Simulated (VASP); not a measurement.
# SiW3 (Im-3m) in VASP: notebook, part 2 of 2

VASP 6.6.1.

**5. Single point, PBEsol**

INCAR

```
SYSTEM = SiW3
  ALGO = Normal
  EDIFF = 1E-7
  ENCUT = 520
  GGA = PS
  ISIF = 2
  ISMEAR = 0
  LASPH = .True.
  LCHARG = .True.
  LELF = .True.
  LREAL = .False.
  LVHAR = .True.
  LWAVE = .False.
  NBANDS = 31
  NELM = 60
  PREC = Accurate
  SIGMA = 0.1
```

KPOINTS

```
k-points
0
Gamma
  6 6 6
  0 0 0
```

POSCAR

```
SiW3
1.0
    4.5140280000      0.0000000000      0.0000000000
   -1.5046759529      4.2558664290      0.0000000000
   -1.5046759529     -2.1279331145      3.6856885004
Si W
1 3
Direct
    0.0000000000      0.0000000000      0.0000000000
    0.5000000000      0.5000000000      0.0000000000
    0.5000000000      1.0000000000      0.5000000000
    1.0000000000      0.5000000000      0.5000000000
```

Potentials or basis: VASP PAW PBE potentials, release 64 (Si, W_sv).

Run with:

```
$ cat potpaw_PBE.64/Si/POTCAR potpaw_PBE.64/W_sv/POTCAR > POTCAR
$ mpirun -np 1 vasp_std > vasp.out
```

OUTCAR:

```text
SYSTEM = SiW3
   EDIFF = 1E-7
   ENCUT = 520
   GGA = PS
   ISIF = 2
   ISMEAR = 0
   LASPH = .True.
   LREAL = .False.
   NELM = 60
   PREC = Accurate

 ion  position               nearest neighbor table
   1  0.000  0.000  0.000-   2 2.61   2 2.61   3 2.61   3 2.61   4 2.61   4 2.61
   2  0.500  0.500  0.000-   1 2.61   1 2.61   4 2.61   4 2.61   3 2.61   3 2.61
   3  0.500  0.000  0.500-   4 2.61   4 2.61   1 2.61   1 2.61   2 2.61   2 2.61
   4  0.000  0.500  0.500-   3 2.61   3 2.61   2 2.61   2 2.61   1 2.61   1 2.61

  LATTYP: Found a body centered cubic cell.
 ALAT       =     5.2123505619

  Lattice vectors:

 A1 = (   4.5140280000,   0.0000000000,   0.0000000000)
 A2 = (  -1.5046759529,   4.2558664290,   0.0000000000)
 A3 = (  -1.5046759529,  -2.1279331145,   3.6856885004)

Analysis of symmetry for initial positions (statically):
=====================================================================
 Subroutine PRICEL returns:
 Original cell was already a primitive cell.

 Routine SETGRP: Setting up the symmetry group for a
 body centered cubic supercell.

 Subroutine GETGRP returns: Found 48 space group operations
 (whereof 48 operations were pure point group operations)
 out of a pool of 48 trial point group operations.

The static configuration has the point symmetry O_h .

Analysis of symmetry for dynamics (positions and initial velocities):
=====================================================================
 Subroutine PRICEL returns:
 Original cell was already a primitive cell.

 Routine SETGRP: Setting up the symmetry group for a
 body centered cubic supercell.

 Subroutine GETGRP returns: Found 48 space group operations
 (whereof 48 operations were pure point group operations)
 out of a pool of 48 trial point group operations.

[... 111 lines left out ...]
   EFERMI_NEDOS =   21; number of points for ismear=-14 and -15
   IALGO  =     38    algorithm
   IMIX   =      4    mixing-type and parameters
     AMIX     =   0.40;   BMIX     =  1.00
     AMIX_MAG =   1.60;   BMIX_MAG =  1.00
  volume/ion in A,a.u.               =      17.70       119.46
  Fermi-wavevector in a.u.,A,eV,Ry     =   1.417872  2.679390 27.352638  2.010362
  Thomas-Fermi vector in A             =   2.539057
   LORBIT       =      0    0 simple, 1 ext, 2 COOP (PROOUT), +10 PAW based schemes
   GGA     = PS    functional components
   LHFCALC =     F    Hartree Fock is set to
   AEXX    =    0.0000 exact exchange contribution
   IVDW    =     0    specifies the selected vdW correction
   LEPSILON=     F    determine dielectric tensor
   LRPA    =     F    only Hartree local field effects (RPA)
 non-spin polarized calculation
 Gauss-broadening in eV      SIGMA  =   0.10
  energy-cutoff  :      520.00
  volume of cell :       70.81
 maximum number of plane-waves:      1926
 NGX is ok and might be reduce to    36
   NGX = 17   NGY = 17   NGZ = 17

 number of electron      46.0000005 magnetization

 Free energy of the ion-electron system (eV)
  ---------------------------------------------------
  ext. energy  EPLUGINS =         0.00000000
  ---------------------------------------------------
  free energy    TOTEN  =       -41.65263719 eV

  energy without entropy =      -41.62645167  energy(sigma->0) =      -41.63954443

 E-fermi :   8.8710     XC(G=0): -12.3667

 val. band max:        8.8173448361   @ k =   0.5000   0.5000   0.1667
 cond. band min:       8.8810735179   @ k =  -0.3333   0.3333   0.3333
 fundamental gap:      0.0637286817
 Fermi energy:         8.8710365893

 k-point     1 :       0.0000    0.0000    0.0000
  band No.  band energies     occupation
      1     -65.0510      2.00000
      2     -64.8883      2.00000
      3     -64.8883      2.00000
      4     -29.7913      2.00000
      5     -29.7913      2.00000
      6     -29.7913      2.00000
[... 533 lines left out ...]
     30      12.4654      0.00000
     31      14.7871      0.00000

------------------------ aborting loop because EDIFF is reached ----------------------------------------

  FORCE on cell =-STRESS in cart. coord.  units (eV):
  Direction    XX          YY          ZZ          XY          YZ          ZX
  --------------------------------------------------------------------------------------
  -------------------------------------------------------------------------------------
  Total       -2.3003550     -2.3003550     -2.3003551     -0.0000000     -0.0000001     -0.0000000
  in kB      -52.0516597    -52.0516601    -52.0516617     -0.0000006     -0.0000014     -0.0000010
  external PRESSURE =     -52.0516605 kB  Pullay stress =       0.0000000 kB

 VOLUME and BASIS-vectors are now :
 -----------------------------------------------------------------------------
  energy-cutoff  :      520.00
  volume of cell :       70.81
      direct lattice vectors                 reciprocal lattice vectors
     4.514028000  0.000000000  0.000000000     0.221531634  0.078323258  0.135659857
    -1.504675953  4.255866429  0.000000000     0.000000000  0.234969780  0.135659857
    -1.504675953 -2.127933114  3.685688500     0.000000000  0.000000000  0.271319728

 POSITION                                       TOTAL-FORCE (eV/Angst)
 -----------------------------------------------------------------------------------
      0.00000      0.00000      0.00000        -0.000000     -0.000000      0.000000
      1.50468      2.12793      0.00000        -0.000000      0.000000      0.000000
      1.50468     -1.06397      1.84284         0.000000     -0.000000      0.000000
     -1.50468      1.06397      1.84284         0.000000     -0.000000      0.000000
 -----------------------------------------------------------------------------------
    total drift:                               -0.000000     -0.000000      0.000000

  FREE ENERGIE OF THE ION-ELECTRON SYSTEM (eV)
  ---------------------------------------------------
  free  energy   TOTEN  =       -41.6526371917 eV

  energy  without entropy=      -41.6264516721  energy(sigma->0) =      -41.63954443
```

OSZICAR:

```text
N       E                     dE             d eps       ncg     rms          rms(c)
DAV:   1     0.529955672393E+03    0.52996E+03   -0.26933E+04   992   0.162E+03
DAV:   2    -0.194027669172E+02   -0.54936E+03   -0.53242E+03  1076   0.503E+02
DAV:   3    -0.431402276623E+02   -0.23737E+02   -0.22549E+02  1212   0.102E+02
DAV:   4    -0.436205328161E+02   -0.48031E+00   -0.47774E+00  1111   0.146E+01
DAV:   5    -0.436297321318E+02   -0.91993E-02   -0.91935E-02  1186   0.208E+00    0.309E+01
DAV:   6    -0.418957111940E+02    0.17340E+01   -0.46204E+00  1191   0.129E+01    0.114E+01
DAV:   7    -0.416754157066E+02    0.22030E+00   -0.52140E-01  1172   0.451E+00    0.258E+00
DAV:   8    -0.416548509386E+02    0.20565E-01   -0.28609E-02  1182   0.962E-01    0.478E-01
DAV:   9    -0.416526585347E+02    0.21924E-02   -0.22845E-03  1140   0.348E-01    0.124E-01
DAV:  10    -0.416526389738E+02    0.19561E-04   -0.21014E-04  1240   0.106E-01    0.590E-02
DAV:  11    -0.416526372257E+02    0.17482E-05   -0.22982E-05  1105   0.345E-02    0.450E-03
DAV:  12    -0.416526373339E+02   -0.10825E-06   -0.11237E-06  1062   0.652E-03    0.141E-03
DAV:  13    -0.416526371894E+02    0.14450E-06   -0.13675E-07   783   0.186E-03    0.590E-04
DAV:  14    -0.416526371917E+02   -0.22865E-08   -0.85349E-09   545   0.633E-04
   1 F= -.41652637E+02 E0= -.41639544E+02  d E =-.261855E-01
```

Wall time 68 s (1 thread of Intel Xeon 6975P-C, shared host); peak memory 0.21 GiB.

Results:

| Property | Result |
| --- | --- |
| Free energy | -41.6526 eV |
| Pressure | -5.2 GPa |
| Band gap on the k mesh | zero (band 23 reaches 10.07 eV, above the bottom of band 24 at 8.58 eV) |

Caveat: the PAW data sets were made with another functional, which shifts forces and pressure a little; spin-orbit coupling is left out, which moves the levels of the heavy elements.

**6. Overview**

```tsv
smearing	gap on the mesh (eV)	pressure (GPa)
gaussian 0.5 eV	none	-4.7
gaussian 0.3 eV	none	-5.0
gaussian 0.2 eV	none	-5.1
gaussian 0.1 eV	none	-5.2
```

Alike in all rows: task single point; level PBEsol; potentials or basis VASP PAW PBE potentials, release 64 (Si, W_sv); no spin polarisation; cell as given; k mesh 6 × 6 × 6; cutoff (eV) 520.

Every run on the cell as given and a fine mesh finds a metal.

Caveats: the PAW data sets were made with another functional, which shifts forces and pressure a little; spin-orbit coupling is left out, which moves the levels of the heavy elements.

Absolute energies hang on the potentials; compare differences alone.
